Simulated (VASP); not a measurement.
A run of VASP 6.6.1 is set up as follows.

The input INCAR:

```
PREC = Accurate
ENCUT = 520
EDIFF = 1E-8
ISMEAR = -1
SIGMA = 0.02
LREAL = F
LASPH = T
NELM = 100
ALGO = Normal
ISIF = 2
LWAVE = F
LCHARG = F
GGA = PE
LEFG = T
NBANDS = 16
```

The input KPOINTS:

```
regular mesh
0
Gamma
  11 11 4
```

File POSCAR:

```
BN
1.0
    2.4539118702      0.0000000000      0.0000000000
   -1.2269559352      2.1251500183      0.0000000000
    0.0000000000      0.0000000000      6.6612000000
B N
2 2
Direct
    0.3333333333      0.6666666667      0.2500000000
    0.6666666667      0.3333333333      0.7500000000
    0.3333333333      0.6666666667      0.7500000000
    0.6666666667      0.3333333333      0.2500000000
```

Potentials or basis: VASP PAW PBE potentials, release 64 (B, N).

Launch:

```console
$ cat potpaw_PBE.64/B/POTCAR potpaw_PBE.64/N/POTCAR > POTCAR
$ mpirun -np 1 vasp_std > vasp.out
```

(1) What does it give for the pressure?

(2) Predict the band gap on the k mesh.

## Answers

(1) 19.5 GPa.

(2) 4.44 eV, indirect (least direct gap 4.83 eV).

Caveat: the cell differs from its parent crystal (equal xx and yy strain of -2 %); without QUAD_EFG the Cq values of the log hold for a quadrupole moment of 1 mb, not for the nuclei; this functional lacks dispersion, which binds the layers, so the pressure and a relaxed spacing across them are unreliable.
